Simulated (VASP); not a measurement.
Set up this calculation in VASP 6.6.1, as the native input.

| Item | Value |
| --- | --- |
| Task | single point |
| Functional | PBE |
| Potentials or basis | VASP PAW PBE potentials, release 64 (Ho_3, Nb_sv, As), 4f in core |
| Cutoff | 500 eV |
| k mesh | 3 × 3 × 4 |
| Occupations | gaussian, width 0.1 eV |
| Spin | no spin polarisation |
| Dipole correction | no |
| Mended | yes |
| Further INCAR settings | ALGO = Normal; EDIFF = 1e-06; NBANDS = 34 |

The structure of HoNb2As3 lies in POSCAR:

```
HoNb2As3
1.0
    5.8078909400      0.0000000000      0.0000000000
   -2.9039454700      5.0297811000      0.0000000000
    0.0000000000      0.0000000000      4.4028661800
Ho Nb As
1 2 3
Direct
    0.0000000000      0.0000000000      0.0000000000
    0.6666666700      0.3333333300      0.0000000000
    0.3333333300      0.6666666700      0.0000000000
    0.0000000000      0.5000000000      0.5000000000
    0.5000000000      0.5000000000      0.5000000000
    0.5000000000      0.0000000000      0.5000000000
```

The cell was built from a structure type or drawn by symmetry, and may not be a known phase.

One way to write it, as run:

INCAR

```
PREC = Accurate
ENCUT = 500
EDIFF = 1E-6
ISMEAR = 0
SIGMA = 0.1
LREAL = F
LASPH = T
NELM = 200
ALGO = Normal
ISIF = 2
LWAVE = F
LCHARG = F
GGA = PE
NBANDS = 34
GGA_COMPAT = F
LMAXMIX = 6
```

KPOINTS

```
Automatic mesh
0
Gamma
  3 3 4
```

Potentials or basis: VASP PAW PBE potentials, release 64 (Ho_3, Nb_sv, As), 4f in core.

Run with:

```sh
$ cat potpaw_PBE.64/Ho_3/POTCAR potpaw_PBE.64/Nb_sv/POTCAR potpaw_PBE.64/As/POTCAR > POTCAR
$ mpirun -np 1 vasp_std > vasp.out
```

It gave:

```
Pressure               : -7.1 GPa
Band gap on the k mesh : zero (bands 25 and 26 overlap by 0.94 eV)
```

Caveat: the k points lie up to 0.42 Å⁻¹ apart, too coarse for converged energies and pressures of a metal; spin-orbit coupling is left out, which moves the levels of the heavy elements; the 4f electrons are frozen in the core, so they carry no moment and show no levels.

Wall time 39 s on 1 thread of AMD EPYC 9R45 96-Core Processor (Zen 5) (shared host), peak memory 0.21 GiB.
